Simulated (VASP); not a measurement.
**La2Zn6Sb3: single point with PBE**

Crystal: La2Zn6Sb3.

```
Zn Sb La
1.0
     8.00623   -0.01645   -0.00782
    -4.01736    6.92369    0.00756
    -0.00421    0.00227    4.29471
Zn Sb La
6 3 2
Direct
  0.17891 0.01005 0.00856
  0.83548 0.81716 0.98425
  0.99760 0.17522 0.97297
  0.71750 0.00185 0.48523
  0.27913 0.29611 0.50295
  0.00746 0.73820 0.51371
  0.36499 0.97273 0.51576
  0.61893 0.62378 0.49868
  0.00440 0.37890 0.54099
  0.31760 0.64245 0.98872
  0.67000 0.34889 0.95844
```

```
Program                : VASP 6.6.1
Task                   : single point
Functional             : PBE
Potentials or basis    : VASP PAW PBE potentials, release 64 (Zn, Sb, La)
Cutoff                 : 520 eV
k mesh                 : 2 × 2 × 4
Occupations            : gaussian, width 0.1 eV
Spin                   : no spin polarisation
Dipole correction      : no
Further INCAR settings : ALGO = Fast; EDIFF = 1e-06; NBANDS = 66
```

```json
{
  "Pressure": "7.1 GPa",
  "Largest force": "3.216 eV/Å",
  "Band gap on the k mesh": "zero (an odd number of electrons rules out a gap without spin polarisation)"
}
```

Forces in eV/Å, atoms in the order of the input:
```
Zn   0.392  0.308  0.215
Zn  -0.335  0.076  0.331
Zn   0.027 -0.825  1.412
Zn   0.065  0.024 -0.151
Zn   0.771 -0.725 -0.215
Zn  -0.618 -0.871 -0.041
Sb   1.515  1.409 -0.446
Sb  -0.478 -0.646 -0.598
Sb  -1.819  1.224 -2.353
La   0.519  0.696  0.804
La  -0.039 -0.671  1.041
```

Stress tensor (GPa, compression positive):
```
 8.38  1.18  0.83
 1.18  7.53 -0.65
 0.83 -0.65  5.48
```

Levels at points of the mesh, in eV from the Fermi level:
```
           k point  band 52  band 53  band 54  band 55  band 56  band 57
(0.00, 0.00, 0.00)    -0.92    -0.57    -0.24    -0.09     0.28     0.38
(0.50, 0.00, 0.00)    -1.25    -1.06    -0.40    -0.18     0.18     0.74
(0.00, 0.50, 0.00)    -1.35    -1.09    -0.45    -0.09     0.39     0.68
(0.50, 0.50, 0.00)    -1.27    -1.13    -0.45     0.01     0.39     0.71
(0.00, 0.00, 0.50)    -2.10    -1.80    -0.55     0.13     0.36     0.50
(0.50, 0.00, 0.50)    -2.53    -1.40    -0.33    -0.18    -0.04     0.30
(0.00, 0.50, 0.50)    -2.46    -1.78    -0.48    -0.14     0.01     0.14
(0.50, 0.50, 0.50)    -2.70    -1.39    -0.28    -0.13     0.07     0.44
```

Wall time 6.1 min on 1 thread of Intel(R) Xeon(R) 6975P-C (Granite Rapids), on a shared host, peak memory 0.45 GiB.

Caveat: the k points lie up to 0.45 Å⁻¹ apart, too coarse for converged energies and pressures of a metal; spin-orbit coupling is left out, which moves the levels of the heavy elements; forces of over 1 eV/Å act on the atoms, so gaps and moduli don't describe the material at rest.
